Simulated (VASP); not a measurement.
# Ca: relaxation of cell and atoms with PBEsol

Crystal: Ca.

```xyz
2
Lattice="3.9800 0.0000 0.0000 -1.9900 3.4468 0.0000 0.0000 0.0000 6.5200" Properties=species:S:1:pos:R:3 pbc="T T T"
Ca    1.9900    1.1489    4.8900
Ca    0.0000    2.2979    1.6300
```

This isn't the form of Ca at room conditions, which is fcc.

```yaml
Program: VASP 6.6.1
Task: relaxation of cell and atoms
Functional: PBEsol
Potentials_or_basis: VASP PAW PBE potentials, release 64 (Ca_sv)
Cutoff: 600 eV
k_mesh: 8 × 8 × 4
Occupations: fermi-dirac, width 0.05 eV
Spin: no spin polarisation
Target_pressure: 10 GPa
Dipole_correction: no
Further_INCAR_settings: ALGO = Fast; EDIFF = 1e-06; IBRION = 2; EDIFFG = -0.01; NSW = 60; ISIF = 3
```

| Property | Result |
| --- | --- |
| Relaxed volume | 29.05 Å³/atom |
| Relaxed cell | a = 3.444 Å, b = 3.444 Å, c = 5.658 Å, α = 90.00°, β = 90.00°, γ = 120.00° |
| Space group after relaxing (to 0.1 Å) | P6_3/mmc (No. 194) |
| Energy change on relaxing (the run minimises the enthalpy) | +283.1 meV/atom |
| Ionic steps | 15 |
| Pressure after relaxing | 10.0 GPa |
| Band gap on the k mesh | zero (bands 10 and 11 overlap by 0.19 eV) |

Step by step:
| step | energy change (eV) | largest force (eV/Å) | pressure (GPa) | volume (Å³) |
| --- | --- | --- | --- | --- |
| 1 | 0.0000 | 0.0000 | -1.41 | 89.44 |
| 2 | 0.8459 | 0.0000 | 13.23 | 54.23 |
| 3 | 0.5797 | 0.0000 | 10.19 | 57.89 |
| 4 | 0.5458 | 0.0000 | 9.79 | 58.43 |
| 5 | 0.5460 | 0.0000 | 9.78 | 58.43 |
| 6 | 0.5467 | 0.0000 | 9.79 | 58.42 |
| 7 | 0.5467 | 0.0000 | 9.80 | 58.42 |
| 8 | 0.5468 | 0.0000 | 9.80 | 58.41 |
| 9 | 0.5470 | 0.0000 | 9.79 | 58.41 |
| 10 | 0.5473 | 0.0000 | 9.81 | 58.41 |
| 11 | 0.5479 | 0.0000 | 9.82 | 58.40 |
| 12 | 0.5491 | 0.0000 | 9.82 | 58.38 |
| 13 | 0.5515 | 0.0000 | 9.87 | 58.34 |
| 14 | 0.5564 | 0.0000 | 9.93 | 58.26 |
| 15 | 0.5662 | 0.0000 | 10.03 | 58.10 |

Final structure:
```
Ca
1.0
     3.44350    0.00000    0.00000
    -1.72175    2.98216    0.00000
     0.00000    0.00000    5.65790
Ca
2
Direct
  0.66667 0.33333 0.75000
  0.33333 0.66667 0.25000
```

Levels at points of the mesh, in eV from the Fermi level:
| k point | band 8 | band 9 | band 10 | band 11 | band 12 | band 13 |
| --- | --- | --- | --- | --- | --- | --- |
| (0.00, 0.00, 0.00) | -21.87 | -4.62 | -1.22 | 0.38 | 2.73 | 2.77 |
| (0.50, 0.00, 0.00) | -21.94 | -1.10 | -0.54 | -0.11 | 0.31 | 1.84 |
| (0.00, 0.00, 0.50) | -21.91 | -3.26 | -3.26 | 1.60 | 1.60 | 2.76 |
| (0.50, 0.00, 0.50) | -22.00 | -0.95 | -0.95 | 0.56 | 0.56 | 1.76 |

Wall time 7.9 min on 1 thread of Intel Xeon 8259CL, on a shared host, peak memory 0.25 GiB.

Caveat: the cell is relaxed towards a set pressure, so the run minimises the enthalpy, not the energy; the volume moved by over 15 % at a fixed basis, so the end points are rough; the PAW data sets were made with another functional, which shifts forces and pressure a little.
